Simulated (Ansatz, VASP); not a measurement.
## Two plane-wave programs on GeBr

INCAR

```
  PREC = Accurate
  ENCUT = 520
  EDIFF = 1E-6
  ISMEAR = 0
  SIGMA = 0.1
  LREAL = False
  LASPH = True
  NELM = 100
  ALGO = Normal
  ISIF = 2
  LWAVE = False
  LCHARG = True
  GGA = PE
  LELF = True
  LVHAR = True
  NBANDS = 29
```

Contents of KPOINTS:

```
Automatic mesh
0
Gamma
  6 6 2
```

The input POSCAR:

```
GeBr
1.0
    4.8516221300      0.0000000000      0.0000000000
   -2.4258110600      4.2016280100      0.0000000000
    0.0000000000      0.0000000000      7.9934823000
Ge Br
2 2
Direct
    0.0000000000      0.0000000000      0.0000000000
    0.0000000000      0.0000000000      0.5000000000
    0.3333333300      0.6666666700      0.7500000000
    0.6666666700      0.3333333300      0.2500000000
```

Input for Ansatz:

```yaml
crystal:
  lattice:
    - [4.85162213, 0.0, 0.0]
    - [-2.42581106, 4.20162801, 0.0]
    - [0.0, 0.0, 7.9934823]
  atoms:
    - { symbol: Ge, position: [0.0, 0.0, 0.0] }
    - { symbol: Ge, position: [0.0, 0.0, 0.5] }
    - { symbol: Br, position: [0.33333333, 0.66666667, 0.75] }
    - { symbol: Br, position: [0.66666667, 0.33333333, 0.25] }
basis:
  ecutwfc: 420
kpoints:
  mp_grid: { grid: [6, 6, 2] }
hamiltonian:
  xc: pbe
scf:
  occupations: { method: gaussian, width: 0.1 }
  lower_state_search: "off"
output:
  forces: true
  stress: true
  eigenvalues: true
```

Alike in both runs: task single point; functional PBE; k mesh 6 × 6 × 2; occupations gaussian, width 0.1 eV; no spin polarisation.

```csv
,VASP,Ansatz
version,VASP 6.6.1,Ansatz 0.2.0
potentials or method,"VASP PAW PBE potentials, release 64 (Ge_d, Br), cutoff 520 eV","scalar-relativistic, plane waves, PAW"
valence electrons in the cell,42,42
```

```tsv
	VASP	Ansatz	Ansatz less VASP
gap on the k mesh at the Fermi level (eV)	none	none	-
pressure (GPa)	-5.3	-5.3	+0.03
traceless stress, the component that is largest in VASP (GPa)	-1.21	-1.22	-0.003
```

A gap of «none» marks a metal or a gap that the smearing closes. The functional is the same, so the differences come from potentials, cutoffs and numerics.

The k mesh is coarse, so the values compare programs but aren't converged.
